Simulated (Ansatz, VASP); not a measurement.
**Two plane-wave programs on Te5Pd**

```
Te Pd
1.0
     5.83489    0.00000    0.00000
     0.00000    5.83489    0.00000
     0.00000    0.00000    5.83489
Te Pd
5 1
Direct
  0.76082 0.76082 0.76082
  0.23918 0.23918 0.76082
  0.23918 0.76082 0.23918
  0.76082 0.23918 0.23918
  0.50000 0.50000 0.50000
  0.00000 0.00000 0.00000
```

Alike in both runs: task single point; functional PBE; k mesh 4 × 4 × 4; occupations gaussian, width 0.1 eV; no spin polarisation.

```csv
,VASP,Ansatz
version,VASP 6.6.1,Ansatz 0.2.0
potentials or method,"VASP PAW PBE potentials, release 64 (Te, Pd), cutoff 520 eV","scalar-relativistic, plane waves, PAW"
valence electrons in the cell,40,98
```

```csv
,VASP,Ansatz,Ansatz less VASP
gap on the k mesh at the Fermi level (eV),none,none,-
pressure (GPa),11.0,11.1,+0.08
rms of the force components (eV/Å),0.014,0.013,-0.0001
```

Atom by atom the forces differ by 0.027 eV/Å (rms over components). A gap of «none» marks a metal or a gap that the smearing closes. The functional is the same, so the differences come from potentials, cutoffs and numerics. VASP's potentials hold 40 valence electrons a cell and Ansatz's 98, so a difference there can come from the potentials and not from the codes.

Neither program's run includes spin-orbit coupling.
